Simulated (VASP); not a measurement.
# C (P6/mmm) in VASP: notebook

C is run at these levels: PBE; tasks: single point.

All numbers are computed with VASP 6.6.1; they aren't measurements. Logs are shortened: lines on timing, memory, paths and dates and some standing lists are left out, and cuts for length are marked.

### 1 The cell of the first run

It takes space group P6/mmm (No. 191, hexagonal). Conventional cell: a = 1.594 Å, b = 1.594 Å, c = 1.415 Å, α = 90.00°, β = 90.00°, γ = 120.00°. C (site symmetry 6/mmm) has 8 C at 1.41 to 1.59 Å within 1.9 Å.

### 2 Single point, PBE

Contents of INCAR:

```
ALGO = Normal ; EDIFF = 1E-6
ENCUT = 520 ; GGA = PE
ISIF = 2 ; ISMEAR = -1
LASPH = T ; LCHARG = T
LELF = T ; LREAL = F
LVHAR = T ; LWAVE = F
NBANDS = 8 ; NELM = 60
PREC = Accurate ; SIGMA = 0.1
```

Contents of KPOINTS:

```
k-points
0
Gamma
  24 24 22
```

Contents of POSCAR:

```
C
1.0
    1.5935388175      0.0000000000      0.0000000000
   -0.7967694088      1.3800450979      0.0000000000
    0.0000000000      0.0000000000      1.4147146939
C
1
Direct
    0.0000000000      0.0000000000      0.0000000000
```

Potentials or basis: VASP PAW PBE potentials, release 64 (C).

Started as:

```sh
$ cat potpaw_PBE.64/C/POTCAR > POTCAR
$ mpirun -np 1 vasp_std > vasp.out
```

OUTCAR:

```text
EDIFF = 1E-6
   ENCUT = 520
   GGA = PE
   ISIF = 2
   ISMEAR = -1
   LASPH = T
   LREAL = F
   NELM = 60
   PREC = Accurate

 ion  position               nearest neighbor table
   1  0.000  0.000  0.000-

  LATTYP: Found a hexagonal cell.
 ALAT       =     1.5935388175
 C/A-ratio  =     0.8877817587

  Lattice vectors:

 A1 = (   1.5935388175,   0.0000000000,   0.0000000000)
 A2 = (  -0.7967694088,   1.3800450979,   0.0000000000)
 A3 = (   0.0000000000,   0.0000000000,   1.4147146939)

Analysis of symmetry for initial positions (statically):
=====================================================================
 Subroutine PRICEL returns:
 Original cell was already a primitive cell.

 Routine SETGRP: Setting up the symmetry group for a
 hexagonal supercell.

 Subroutine GETGRP returns: Found 24 space group operations
 (whereof 24 operations were pure point group operations)
 out of a pool of 24 trial point group operations.

The static configuration has the point symmetry D_6h.

Analysis of symmetry for dynamics (positions and initial velocities):
=====================================================================
 Subroutine PRICEL returns:
 Original cell was already a primitive cell.

 Routine SETGRP: Setting up the symmetry group for a
 hexagonal supercell.

 Subroutine GETGRP returns: Found 24 space group operations
 (whereof 24 operations were pure point group operations)
 out of a pool of 24 trial point group operations.

The dynamic configuration has the point symmetry D_6h.

 Subroutine INISYM returns: Found 24 space group operations
 (whereof 24 operations are pure point group operations),
 and found     1 'primitive' translations

----------------------------------------------------------------------------------------

                                     Primitive cell

  volume of cell :       3.1112

  direct lattice vectors                    reciprocal lattice vectors
     1.593538818  0.000000000  0.000000000     0.627534133  0.362307001  0.000000000
    -0.796769409  1.380045098  0.000000000     0.000000000  0.724614001  0.000000000
     0.000000000  0.000000000  1.414714694     0.000000000  0.000000000  0.706856304

  length of vectors
     1.593538818  1.593538818  1.414714694     0.724614001  0.724614001  0.706856304

  position of ions in fractional coordinates (direct lattice)
     0.000000000  0.000000000  0.000000000

  ion indices of the primitive-cell ions
   primitive index   ion index
                 1           1

----------------------------------------------------------------------------------------

 KPOINTS: k-points

Automatic generation of k-mesh.
 Grid dimensions read from file:
 generate k-points for:   24   24   22

 Generating k-lattice:

  Cartesian coordinates                     Fractional coordinates (reciprocal lattice)
     0.026147256  0.015096125  0.000000000     0.041666667  0.000000000  0.000000000
     0.000000000  0.030192250  0.000000000     0.000000000  0.041666667  0.000000000
     0.000000000  0.000000000  0.032129832     0.000000000  0.000000000  0.045454545

  Length of vectors
     0.030192250  0.030192250  0.032129832

  Shift w.r.t. Gamma in fractional coordinates (k-lattice)
     0.000000000  0.000000000  0.000000000

 Subroutine IBZKPT returns following result:
 ===========================================

 Found    732 irreducible k-points:

 Following reciprocal coordinates:
            Coordinates               Weight
  0.000000  0.000000  0.000000      1.000000
  0.041667 -0.000000  0.000000      6.000000
  0.083333 -0.000000  0.000000      6.000000
  0.125000  0.000000  0.000000      6.000000
  0.166667  0.000000  0.000000      6.000000
  0.208333  0.000000  0.000000      6.000000
[... 16 lines left out ...]
  0.416667  0.041667  0.000000     12.000000
  0.458333  0.041667  0.000000     12.000000
 [... further k-points ...]
   k-points           NKPTS =    732   k-points in BZ     NKDIM =    732   number of bands    NBANDS=      8
   number of dos      NEDOS =    301   number of ions     NIONS =      1
   total plane-waves  NPLWV =   1728
   dimension x,y,z NGX =    12 NGY =   12 NGZ =   12
   dimension x,y,z NGXF=    24 NGYF=   24 NGZF=   24
   ions per type =               1
   NGX,Y,Z   is equivalent  to a cutoff of  12.52, 12.52, 14.10 a.u.
   NGXF,Y,Z  is equivalent  to a cutoff of  25.04, 25.04, 28.20 a.u.
 SYSTEM =  unknown system
   PREC   = accura    normal or accurate (medium, high low for compatibility)
   ISTART =      0    job   : 0-new  1-cont  2-samecut
   ICHARG =      2    charge: 1-file 2-atom 10-const
   ISPIN  =      1    spin polarized calculation?
   LNONCOLLINEAR =      F non collinear calculations
   LSORBIT =      F    spin-orbit coupling
   LASPH  =      T    aspherical Exc in radial PAW
   ENCUT  =  520.0 eV  38.22 Ry    6.18 a.u.   2.96  2.96  2.63*2*pi/ulx,y,z
   NELM   =     60;   NELMIN=  2; NELMDL= -5     # of ELM steps
   EDIFF  = 0.1E-05   stopping-criterion for ELM
   LREAL  =      F    real-space projection
   EDIFFG = 0.1E-04   stopping-criterion for IOM
   NSW    =      0    number of steps for IOM
   IBRION =     -1    ionic relax: 0-MD 1-quasi-New 2-CG
   NFREE  =      0    steps in history (QN), initial steepest desc. (CG)
   ISIF   =      2    stress and relaxation
   ISYM   =      2    0-nonsym 1-usesym 2-fastsym
   POTIM  = 0.5000    time-step for ionic-motion
   TEBEG  =    0.0;   TEEND  =   0.0 temperature during run
   PSTRESS=    0.0 pullay stress
   NELECT =       4.0000    total number of electrons
   NUPDOWN=      -1.0000    fix difference up-down
   EMIN   =  10.00;   EMAX   =-10.00  energy-range for DOS
   EFERMI =   0.00;   METHOD = LEGACY
   ISMEAR =    -1;   SIGMA  =   0.10  broadening in eV -4-tet -1-fermi 0-gaus
   EFERMI_NEDOS =   21; number of points for ismear=-14 and -15
   IALGO  =     38    algorithm
   IMIX   =      4    mixing-type and parameters
     AMIX     =   0.40;   BMIX     =  1.00
     AMIX_MAG =   1.60;   BMIX_MAG =  1.00
  volume/ion in A,a.u.               =       3.11        21.00
  Fermi-wavevector in a.u.,A,eV,Ry     =   1.780136  3.363970 43.115296  3.168885
  Thomas-Fermi vector in A             =   2.844988
   LORBIT       =      0    0 simple, 1 ext, 2 COOP (PROOUT), +10 PAW based schemes
   GGA     = PE    functional components
   LHFCALC =     F    Hartree Fock is set to
   AEXX    =    0.0000 exact exchange contribution
   IVDW    =     0    specifies the selected vdW correction
   LEPSILON=     F    determine dielectric tensor
   LRPA    =     F    only Hartree local field effects (RPA)
 non-spin polarized calculation
  energy-cutoff  :      520.00
  volume of cell :        3.11
 maximum number of plane-waves:        96
 NGX is ok and might be reduce to    12
   NGX =  5   NGY =  5   NGZ =  5

 number of electron       4.0000000 magnetization

 Free energy of the ion-electron system (eV)
  ---------------------------------------------------
  ext. energy  EPLUGINS =         0.00000000
  ---------------------------------------------------
  free energy    TOTEN  =        -3.38427383 eV

  energy without entropy =       -3.38123094  energy(sigma->0) =       -3.38275238

 E-fermi :  22.5144     XC(G=0): -17.0137

 val. band max:       22.4670452873   @ k =   0.2083   0.1250   0.2273
 cond. band min:      22.5953213737   @ k =   0.2083   0.2083   0.1818
 fundamental gap:      0.1282760864
 Fermi energy:        22.5143662341

 k-point     1 :       0.0000    0.0000    0.0000
  band No.  band energies     occupation
      1     -10.6021      2.00000
      2      38.3925      0.00000
      3      38.3925      0.00000
      4      40.9692      0.00000
      5      58.3497      0.00000
      6      65.5207      0.00000
      7      65.5207      0.00000
      8      71.4187      0.00000

 k-point     2 :       0.0417   -0.0000    0.0000
  band No.  band energies     occupation
      1     -10.4954      2.00000
      2      37.8163      0.00000
      3      38.1363      0.00000
      4      41.0584      0.00000
      5      58.7285      0.00000
      6      63.4289      0.00000
      7      66.0317      0.00000
      8      74.1803      0.00000

 k-point     3 :       0.0833   -0.0000    0.0000
  band No.  band energies     occupation
      1     -10.1756      2.00000
      2      36.2011      0.00000
      3      37.4267      0.00000
      4      41.3165      0.00000
      5      59.0304      0.00000
      6      61.1858      0.00000
      7      67.5030      0.00000
      8      79.0463      0.00000

 k-point     4 :       0.1250    0.0000    0.0000
  band No.  band energies     occupation
      1      -9.6431      2.00000
      2      33.7983      0.00000
      3      36.4020      0.00000
      4      41.7484      0.00000
      5      56.8883      0.00000
      6      62.3738      0.00000
      7      69.7887      0.00000
      8      79.2224      0.00000

 k-point     5 :       0.1667    0.0000    0.0000
  band No.  band energies     occupation
      1      -8.8980      2.00000
      2      30.8831      0.00000
      3      35.2194      0.00000
      4      42.3355      0.00000
      5      54.6763      0.00000
      6      64.5688      0.00000
      7      72.7282      0.00000
      8      78.7385      0.00000
[... 177 lines left out ...]
 k-point    22 :       0.3750    0.0417    0.0000
  band No.  band energies     occupation
      1      -1.1653      2.00000
      2      13.2680      2.00000
      3      29.1590      0.00000
      4      46.9359      0.00000
      5      49.7116      0.00000
      6      74.0700      0.00000
      7      81.3056      0.00000
      8      83.5412      0.00000

 k-point    23 :       0.4167    0.0417    0.0000
  band No.  band energies     occupation
      1       0.6302      2.00000
      2      10.6680      2.00000
      3      28.7367      0.00000
      4      47.5231      0.00000
      5      49.4228      0.00000
      6      73.9838      0.00000
      7      82.1380      0.00000
      8      83.3680      0.00000

 k-point    24 :       0.4583    0.0417    0.0000
  band No.  band energies     occupation
      1       2.0336      2.00000
      2       8.8590      2.00000
      3      28.5242      0.00000
      4      47.8423      0.00000
      5      49.2833      0.00000
      6      73.9130      0.00000
      7      81.4078      0.00000
      8      84.6009      0.00000

 [... further k-points ...]
[... 5 lines left out ...]
  --------------------------------------------------------------------------------------
  -------------------------------------------------------------------------------------
  Total       11.5912948     11.5912948     11.6153413     -0.0000000     -0.0000000      0.0000000
  in kB     5969.2221951   5969.2221953   5981.6055240     -0.0000002     -0.0000000      0.0000000
  external PRESSURE =    5973.3499715 kB  Pullay stress =       0.0000000 kB

 VOLUME and BASIS-vectors are now :
 -----------------------------------------------------------------------------
  energy-cutoff  :      520.00
  volume of cell :        3.11
      direct lattice vectors                 reciprocal lattice vectors
     1.593538818  0.000000000  0.000000000     0.627534133  0.362307001  0.000000000
    -0.796769409  1.380045098  0.000000000     0.000000000  0.724614001  0.000000000
     0.000000000  0.000000000  1.414714694     0.000000000  0.000000000  0.706856304

 POSITION                                       TOTAL-FORCE (eV/Angst)
 -----------------------------------------------------------------------------------
      0.00000      0.00000      0.00000         0.000000      0.000000      0.000000
 -----------------------------------------------------------------------------------
    total drift:                                0.000000      0.000000     -0.000000

  FREE ENERGIE OF THE ION-ELECTRON SYSTEM (eV)
  ---------------------------------------------------
  free  energy   TOTEN  =        -3.3842738265 eV

  energy  without entropy=       -3.3812309394  energy(sigma->0) =       -3.38275238
```

Run time: 8.9 s. Hardware: 1 thread of Intel Xeon Platinum 8488C (Sapphire Rapids), shared host; peak memory 0.11 GiB.

What came out:

```yaml
Free_energy: -3.3843 eV
Pressure: 597.3 GPa
Band_gap_on_the_k_mesh: zero (band 2 reaches 38.50 eV, above the bottom of band 3 at 14.74 eV)
```

### 3 Single point, PBE

This run uses another cell than the first one, of 3.68 Å³/atom, 1.182 times its volume.

Contents of INCAR:

```
SYSTEM = C
PREC = Accurate
ENCUT = 520
EDIFF = 1E-7
ISMEAR = -1
SIGMA = 0.1
LREAL = .False.
LASPH = .True.
NELM = 60
ALGO = Normal
ISIF = 2
LWAVE = .False.
LCHARG = .False.
GGA = PE
NBANDS = 8
```

Contents of KPOINTS:

```
Automatic mesh
0
Gamma
  24 24 22
  0 0 0
```

Contents of POSCAR:

```
C
1.0
    1.6967809516      0.0000000000      0.0000000000
   -0.8483904758      1.4694554088      0.0000000000
    0.0000000000      0.0000000000      1.4746646357
C
1
Direct
    0.0000000000      0.0000000000      0.0000000000
```

Potentials or basis: VASP PAW PBE potentials, release 64 (C).

Started as:

```sh
$ cat potpaw_PBE.64/C/POTCAR > POTCAR
$ mpirun -np 1 vasp_std > vasp.out
```

Run time: 15 s. Hardware: 1 thread of Intel Xeon Platinum 8488C (Sapphire Rapids), shared host; peak memory 0.12 GiB.

The run converged. Its results:

```
Free energy            : -4.9364 eV
Pressure               : 311.2 GPa
Band gap on the k mesh : zero (band 2 reaches 32.10 eV, above the bottom of band 3 at 10.20 eV)
```

Stress tensor (GPa, compression positive):
```
310.62   0.00   0.00
  0.00 310.62   0.00
  0.00   0.00 312.24
```

Levels at points of the mesh, in eV from the Fermi level:
| k point | band 1 | band 2 | band 3 | band 4 | band 5 | band 6 |
| --- | --- | --- | --- | --- | --- | --- |
| (0.00, 0.00, 0.00) | -29.48 | 13.12 | 13.12 | 17.49 | 33.82 | 38.93 |
| (0.50, 0.00, 0.00) | -17.38 | -13.30 | 5.54 | 22.80 | 23.29 | 47.26 |
| (0.00, 0.00, 0.50) | -17.90 | -13.48 | 19.17 | 19.17 | 38.97 | 51.87 |
| (0.50, 0.00, 0.50) | -8.09 | -6.76 | 4.42 | 8.67 | 12.99 | 37.98 |
